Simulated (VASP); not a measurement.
Set up this calculation in VASP 6.6.1, as the native input.

```
Task                   : single point
Functional             : LDA
Potentials or basis    : VASP PAW LDA potentials, release 64 (Zn, Se)
Cutoff                 : 520 eV
k mesh                 : 10 × 10 × 10
Occupations            : gaussian, width 0.05 eV
Spin                   : no spin polarisation
Dipole correction      : no
Further INCAR settings : ALGO = Normal; EDIFF = 1e-06; NBANDS = 16
```

The structure of ZnSe lies in POSCAR:

```
ZnSe
1.0
    0.0000000000      2.6370756311      2.8021205304
    2.8021205304      0.0000000000      2.8021205304
    2.8021205304      2.6370756311      0.0000000000
Zn Se
1 1
Direct
    0.0000000000      0.0000000000      0.0000000000
    0.7500000000      0.7500000000      0.7500000000
```

These files were run (other wordings do the same):

INCAR

```
SYSTEM = ZnSe
PREC     = Accurate       ! precision mode
ENCUT    = 520            ! plane-wave cutoff, eV
EDIFF    = 1E-6           ! SCF threshold, eV
ISMEAR   = 0              ! smearing method
SIGMA    = 0.05           ! smearing width, eV
LREAL    = .FALSE.        ! projectors in reciprocal space
LASPH    = .TRUE.         ! aspherical terms in the spheres
NELM     = 100            ! most SCF steps
ALGO     = Normal         ! electronic algorithm
ISIF     = 2              ! what is computed and relaxed
LWAVE    = .FALSE.        ! write WAVECAR
LCHARG   = .FALSE.        ! write CHGCAR
GGA      = CA             ! functional
NBANDS   = 16             ! bands
```

KPOINTS

```
regular mesh
0
G
  10 10 10
  0 0 0
```

Potentials or basis: VASP PAW LDA potentials, release 64 (Zn, Se).

Command:

```sh
$ cat potpaw_LDA.64/Zn/POTCAR potpaw_LDA.64/Se/POTCAR > POTCAR
$ mpirun -np 1 vasp_std > vasp.out
```

Results of the run:

```
Pressure               : 3.5 GPa
Band gap on the k mesh : 1.31 eV
```

Caveat: the cell stands under pressure.

It took 99 s on 1 thread of Intel Xeon 8259CL, on a shared host, peak memory 0.2 GiB.
